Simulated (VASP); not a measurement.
# BaTe in VASP: further runs

Runs on BaTe. Level: PBEsol. Tasks: single point.

Everything below comes from runs of VASP 6.6.1. Logs are shortened: lines on timing, memory, paths and dates and some standing lists are left out, and cuts for length are marked.

### Step 1. The cell of the first run

It takes space group Fm-3m (No. 225, cubic). Conventional cell: a = 6.769 Å, b = 6.769 Å, c = 6.769 Å, α = 90.00°, β = 90.00°, γ = 90.00°. Within 4.4 Å of Ba (site symmetry m-3m) lie 6 Te at 3.38 Å. Te (site symmetry m-3m) has 6 Ba at 3.38 Å within 4.4 Å.

### Step 2. Single point, PBEsol (strain -0.025 along x and y, -0.025 along z)

Contents of INCAR:

```
  PREC = Accurate
  ENCUT = 520
  EDIFF = 1E-7
  ISMEAR = 0
  SIGMA = 0.05
  LREAL = False
  LASPH = True
  NELM = 100
  ALGO = Normal
  ISIF = 2
  LWAVE = False
  LCHARG = True
  GGA = PS
  LELF = True
  LVHAR = True
  NBANDS = 15
```

Contents of KPOINTS:

```
regular mesh
0
Gamma
  8 8 8
```

Contents of POSCAR:

```
BaTe
1.0
    0.0000000000      3.3846124701      3.3846124701
    3.3846124701      0.0000000000      3.3846124701
    3.3846124701      3.3846124701      0.0000000000
Ba Te
1 1
Direct
    0.0000000000      0.0000000000      0.0000000000
    0.5000000000      0.5000000000      0.5000000000
```

Potentials or basis: VASP PAW PBE potentials, release 64 (Ba_sv, Te).

Started as:

```sh
cat potpaw_PBE.64/Ba_sv/POTCAR potpaw_PBE.64/Te/POTCAR > POTCAR
mpirun -np 1 vasp_std > vasp.out
```

OUTCAR:

```text
PREC = Accurate
   ENCUT = 520
   EDIFF = 1E-7
   ISMEAR = 0
   LREAL = False
   LASPH = True
   NELM = 100
   ISIF = 2
   GGA = PS

 ion  position               nearest neighbor table
   1  0.000  0.000  0.000-   2 3.38   2 3.38   2 3.38   2 3.38   2 3.38   2 3.38
   2  0.500  0.500  0.500-   1 3.38   1 3.38   1 3.38   1 3.38   1 3.38   1 3.38

  LATTYP: Found a face centered cubic cell.
 ALAT       =     6.7692249402

  Lattice vectors:

 A1 = (   0.0000000000,   3.3846124701,   3.3846124701)
 A2 = (   3.3846124701,   0.0000000000,   3.3846124701)
 A3 = (   3.3846124701,   3.3846124701,   0.0000000000)

Analysis of symmetry for initial positions (statically):
=====================================================================
 Subroutine PRICEL returns:
 Original cell was already a primitive cell.

 Routine SETGRP: Setting up the symmetry group for a
 face centered cubic supercell.

 Subroutine GETGRP returns: Found 48 space group operations
 (whereof 48 operations were pure point group operations)
 out of a pool of 48 trial point group operations.

The static configuration has the point symmetry O_h .

Analysis of symmetry for dynamics (positions and initial velocities):
=====================================================================
 Subroutine PRICEL returns:
 Original cell was already a primitive cell.

 Routine SETGRP: Setting up the symmetry group for a
 face centered cubic supercell.

 Subroutine GETGRP returns: Found 48 space group operations
 (whereof 48 operations were pure point group operations)
 out of a pool of 48 trial point group operations.

The dynamic configuration has the point symmetry O_h .

 Subroutine INISYM returns: Found 48 space group operations
 (whereof 48 operations are pure point group operations),
 and found     1 'primitive' translations

----------------------------------------------------------------------------------------

                                     Primitive cell

  volume of cell :      77.5455

  direct lattice vectors                    reciprocal lattice vectors
     0.000000000  3.384612470  3.384612470    -0.147727400  0.147727400  0.147727400
     3.384612470  0.000000000  3.384612470     0.147727400 -0.147727400  0.147727400
     3.384612470  3.384612470  0.000000000     0.147727400  0.147727400 -0.147727400

  length of vectors
     4.786564859  4.786564859  4.786564859     0.255871362  0.255871362  0.255871362

  position of ions in fractional coordinates (direct lattice)
     0.000000000  0.000000000  0.000000000
     0.500000000  0.500000000  0.500000000

  ion indices of the primitive-cell ions
   primitive index   ion index
                 1           1
                 2           2

----------------------------------------------------------------------------------------

 KPOINTS: regular mesh

Automatic generation of k-mesh.
 Grid dimensions read from file:
 generate k-points for:    8    8    8

 Generating k-lattice:

  Cartesian coordinates                     Fractional coordinates (reciprocal lattice)
    -0.018465925  0.018465925  0.018465925     0.125000000  0.000000000  0.000000000
     0.018465925 -0.018465925  0.018465925     0.000000000  0.125000000  0.000000000
     0.018465925  0.018465925 -0.018465925     0.000000000  0.000000000  0.125000000

  Length of vectors
     0.031983920  0.031983920  0.031983920

  Shift w.r.t. Gamma in fractional coordinates (k-lattice)
     0.000000000  0.000000000  0.000000000

 Subroutine IBZKPT returns following result:
 ===========================================

 Found     29 irreducible k-points:

 Following reciprocal coordinates:
            Coordinates               Weight
  0.000000  0.000000  0.000000      1.000000
  0.125000  0.000000  0.000000      8.000000
  0.250000  0.000000  0.000000      8.000000
  0.375000  0.000000  0.000000      8.000000
  0.500000  0.000000  0.000000      4.000000
  0.125000  0.125000  0.000000      6.000000
[... 16 lines left out ...]
  0.500000  0.250000  0.125000     48.000000
 -0.375000  0.250000  0.125000     24.000000
 [... further k-points ...]
   k-points           NKPTS =     29   k-points in BZ     NKDIM =     29   number of bands    NBANDS=     15
   number of dos      NEDOS =    301   number of ions     NIONS =      2
   total plane-waves  NPLWV =  46656
   dimension x,y,z NGX =    36 NGY =   36 NGZ =   36
   dimension x,y,z NGXF=    72 NGYF=   72 NGZF=   72
   ions per type =               1   1
   NGX,Y,Z   is equivalent  to a cutoff of  12.50, 12.50, 12.50 a.u.
   NGXF,Y,Z  is equivalent  to a cutoff of  25.01, 25.01, 25.01 a.u.
 SYSTEM =  unknown system
   PREC   = accura    normal or accurate (medium, high low for compatibility)
   ISTART =      0    job   : 0-new  1-cont  2-samecut
   ICHARG =      2    charge: 1-file 2-atom 10-const
   ISPIN  =      1    spin polarized calculation?
   LNONCOLLINEAR =      F non collinear calculations
   LSORBIT =      F    spin-orbit coupling
   LASPH  =      T    aspherical Exc in radial PAW
   ENCUT  =  520.0 eV  38.22 Ry    6.18 a.u.   8.90  8.90  8.90*2*pi/ulx,y,z
   NELM   =    100;   NELMIN=  2; NELMDL= -5     # of ELM steps
   EDIFF  = 0.1E-06   stopping-criterion for ELM
   LREAL  =      F    real-space projection
   EDIFFG = 0.1E-05   stopping-criterion for IOM
   NSW    =      0    number of steps for IOM
   IBRION =     -1    ionic relax: 0-MD 1-quasi-New 2-CG
   NFREE  =      0    steps in history (QN), initial steepest desc. (CG)
   ISIF   =      2    stress and relaxation
   ISYM   =      2    0-nonsym 1-usesym 2-fastsym
   POTIM  = 0.5000    time-step for ionic-motion
   TEBEG  =    0.0;   TEEND  =   0.0 temperature during run
   PSTRESS=    0.0 pullay stress
   NELECT =      16.0000    total number of electrons
   NUPDOWN=      -1.0000    fix difference up-down
   EMIN   =  10.00;   EMAX   =-10.00  energy-range for DOS
   EFERMI =   0.00;   METHOD = LEGACY
   ISMEAR =     0;   SIGMA  =   0.05  broadening in eV -4-tet -1-fermi 0-gaus
   EFERMI_NEDOS =   21; number of points for ismear=-14 and -15
   IALGO  =     38    algorithm
   IMIX   =      4    mixing-type and parameters
     AMIX     =   0.40;   BMIX     =  1.00
     AMIX_MAG =   1.60;   BMIX_MAG =  1.00
  volume/ion in A,a.u.               =      38.77       261.65
  Fermi-wavevector in a.u.,A,eV,Ry     =   0.967377  1.828078 12.732587  0.935819
  Thomas-Fermi vector in A             =   2.097258
   LORBIT       =      0    0 simple, 1 ext, 2 COOP (PROOUT), +10 PAW based schemes
   GGA     = PS    functional components
   LHFCALC =     F    Hartree Fock is set to
   AEXX    =    0.0000 exact exchange contribution
   IVDW    =     0    specifies the selected vdW correction
   LEPSILON=     F    determine dielectric tensor
   LRPA    =     F    only Hartree local field effects (RPA)
 non-spin polarized calculation
 Gauss-broadening in eV      SIGMA  =   0.05
  energy-cutoff  :      520.00
  volume of cell :       77.55
 maximum number of plane-waves:      2120
   NGX = 17   NGY = 17   NGZ = 17

 number of electron      16.0000000 magnetization

 Free energy of the ion-electron system (eV)
  ---------------------------------------------------
  ext. energy  EPLUGINS =         0.00000000
  ---------------------------------------------------
  free energy    TOTEN  =        -9.12355715 eV

  energy without entropy =       -9.12355715  energy(sigma->0) =       -9.12355715

 E-fermi :   3.1177     XC(G=0):  -8.8214

 val. band max:        2.8275844437   @ k =   0.0000   0.0000   0.0000
 cond. band min:       4.0028514125   @ k =   0.5000   0.5000   0.0000
 fundamental gap:      1.1752669688
 Fermi energy:         3.1177390274

 k-point     1 :       0.0000    0.0000    0.0000
  band No.  band energies     occupation
      1     -23.9174      2.00000
      2      -9.0833      2.00000
      3      -9.0833      2.00000
      4      -9.0833      2.00000
      5      -6.9938      2.00000
      6       2.8276      2.00000
      7       2.8276      2.00000
      8       2.8276      2.00000
      9       5.6013      0.00000
     10       5.6013      0.00000
     11       5.6013      0.00000
     12       5.9890      0.00000
     13       6.3624      0.00000
     14       6.3624      0.00000
     15       9.6494      0.00000

 k-point     2 :       0.1250    0.0000    0.0000
  band No.  band energies     occupation
      1     -23.9139      2.00000
      2      -9.2171      2.00000
      3      -9.0854      2.00000
      4      -9.0854      2.00000
      5      -6.8079      2.00000
      6       2.2296      2.00000
      7       2.5285      2.00000
      8       2.5285      2.00000
      9       5.6539      0.00000
     10       5.8239      0.00000
     11       5.8239      0.00000
     12       6.7068      0.00000
     13       6.8959      0.00000
     14       6.8959      0.00000
     15      10.2181      0.00000

 k-point     3 :       0.2500    0.0000    0.0000
  band No.  band energies     occupation
      1     -23.9055      2.00000
      2      -9.4801      2.00000
      3      -9.0906      2.00000
      4      -9.0906      2.00000
      5      -6.4105      2.00000
      6       1.2531      2.00000
      7       1.9979      2.00000
      8       1.9979      2.00000
      9       5.8493      0.00000
     10       6.4109      0.00000
     11       6.4109      0.00000
     12       8.0509      0.00000
     13       8.1624      0.00000
     14       8.1624      0.00000
     15      11.3613      0.00000
[... 343 lines left out ...]
 k-point    23 :       0.5000    0.2500    0.1250
  band No.  band energies     occupation
      1     -23.8925      2.00000
      2      -9.5883      2.00000
      3      -9.2036      2.00000
      4      -9.1271      2.00000
      5      -6.2161      2.00000
      6       0.7886      2.00000
      7       1.6194      2.00000
      8       1.9149      2.00000
      9       5.7871      0.00000
     10       7.5060      0.00000
     11       7.8292      0.00000
     12       8.0568      0.00000
     13       8.7158      0.00000
     14      10.5895      0.00000
     15      10.9276      0.00000

 k-point    24 :      -0.3750    0.2500    0.1250
  band No.  band energies     occupation
      1     -23.8897      2.00000
      2      -9.6260      2.00000
      3      -9.2073      2.00000
      4      -9.1426      2.00000
      5      -6.1602      2.00000
      6       0.7409      2.00000
      7       1.6406      2.00000
      8       1.6445      2.00000
      9       6.4843      0.00000
     10       6.7943      0.00000
     11       8.2465      0.00000
     12       8.6062      0.00000
     13       9.1860      0.00000
     14      10.0288      0.00000
     15      11.2283      0.00000

 [... further k-points ...]
[... 5 lines left out ...]
  --------------------------------------------------------------------------------------
  -------------------------------------------------------------------------------------
  Total        1.6231955      1.6231955      1.6231955     -0.0000000      0.0000000      0.0000000
  in kB       33.5370265     33.5370265     33.5370265     -0.0000000      0.0000000      0.0000000
  external PRESSURE =      33.5370265 kB  Pullay stress =       0.0000000 kB

 VOLUME and BASIS-vectors are now :
 -----------------------------------------------------------------------------
  energy-cutoff  :      520.00
  volume of cell :       77.55
      direct lattice vectors                 reciprocal lattice vectors
     0.000000000  3.384612470  3.384612470    -0.147727400  0.147727400  0.147727400
     3.384612470  0.000000000  3.384612470     0.147727400 -0.147727400  0.147727400
     3.384612470  3.384612470  0.000000000     0.147727400  0.147727400 -0.147727400

 POSITION                                       TOTAL-FORCE (eV/Angst)
 -----------------------------------------------------------------------------------
      0.00000      0.00000      0.00000         0.000000      0.000000      0.000000
      3.38461      3.38461      3.38461        -0.000000     -0.000000     -0.000000
 -----------------------------------------------------------------------------------
    total drift:                                0.000000      0.000000      0.000000

  FREE ENERGIE OF THE ION-ELECTRON SYSTEM (eV)
  ---------------------------------------------------
  free  energy   TOTEN  =        -9.1235571451 eV

  energy  without entropy=       -9.1235571451  energy(sigma->0) =       -9.12355715
```

It took 28 s on 1 thread of Intel Xeon Platinum 8259CL at 2.50GHz (Skylake/Cascade Lake), shared host; peak memory 0.22 GiB.

What came out:

| Property | Result |
| --- | --- |
| Free energy | -9.1236 eV |
| Pressure | 3.4 GPa |
| Band gap on the k mesh | 1.18 eV (least direct gap 1.56 eV) |

Levels at points of the mesh, in eV from the valence-band top:
```tsv
k point	band 5	band 6	band 7	band 8	band 9	band 10	band 11	band 12
(0.00, 0.00, 0.00)	-9.82	0.00	0.00	0.00	2.77	2.77	2.77	3.16
(0.50, 0.00, 0.00)	-8.73	-2.58	-1.37	-1.37	4.21	4.93	5.04	5.04
(0.50, 0.50, 0.00)	-9.59	-1.17	-0.38	-0.38	1.18	4.57	4.99	6.04
```

Caveat: the cell differs from its parent crystal (strain -0.025 along x and y, -0.025 along z); the cell stands under pressure; the PAW data sets were made with another functional, which shifts forces and pressure a little; spin-orbit coupling is left out, which moves the levels of the heavy elements. A k mesh can miss the band edges.

[end of part 1 of 2]
